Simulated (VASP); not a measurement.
Write the native input for VASP 6.6.1 that does the following.

| Property | Result |
| --- | --- |
| Task | relaxation of cell and atoms |
| Functional | PBE |
| Potentials or basis | VASP PAW PBE potentials, release 64 (Cu, Ge_d) |
| Cutoff | 600 eV |
| k mesh | 6 × 6 × 4 |
| Occupations | gaussian, width 0.1 eV |
| Spin | no spin polarisation |
| Dipole correction | no |
| Further INCAR settings | ALGO = Normal; EDIFF = 1e-06; IBRION = 2; EDIFFG = -0.04; NSW = 90; ISIF = 3 |

The structure of CuGe lies in POSCAR:

```
CuGe
1.0
    2.8992891158      0.0000000000      0.0000000000
    0.0000000000      2.8992891158      0.0000000000
    0.0000000000      0.0000000000      3.8001396625
Cu Ge
1 1
Direct
    0.5000000000      0.5000000000      0.5000000000
    0.0000000000      0.0000000000      0.0000000000
```

These files were run (other wordings do the same):

INCAR

```
SYSTEM = CuGe
ALGO = Normal ; EDIFF = 1E-6
EDIFFG = -0.04 ; ENCUT = 600
GGA = PE ; IBRION = 2
ISIF = 3 ; ISMEAR = 0
LASPH = .True. ; LCHARG = .False.
LREAL = .False. ; LWAVE = .False.
NELM = 60 ; NSW = 90
PREC = Accurate ; SIGMA = 0.1
```

KPOINTS

```
k-points
0
Gamma
  6 6 4
  0 0 0
```

Potentials or basis: VASP PAW PBE potentials, release 64 (Cu, Ge_d).

Run with:

```sh
$ cat potpaw_PBE.64/Cu/POTCAR potpaw_PBE.64/Ge_d/POTCAR > POTCAR
$ mpirun -np 1 vasp_std > vasp.out
```

It gave:

| Quantity | Value |
| --- | --- |
| Relaxed volume | 15.15 Å³/atom |
| Relaxed cell | a = 2.892 Å, b = 2.892 Å, c = 3.622 Å, α = 90.00°, β = 90.00°, γ = 90.00° |
| Space group after relaxing (to 0.05 Å) | P4/mmm (No. 123) |
| Energy gained by relaxing | 16.7 meV/atom |
| Ionic steps | 8 |
| Pressure after relaxing | 0.1 GPa |

Caveat: the k points lie up to 0.43 Å⁻¹ apart in the final cell.

It took 60 s on 1 thread of AMD EPYC 9R45 96-Core Processor (Zen 5) (shared host), peak memory 0.13 GiB.
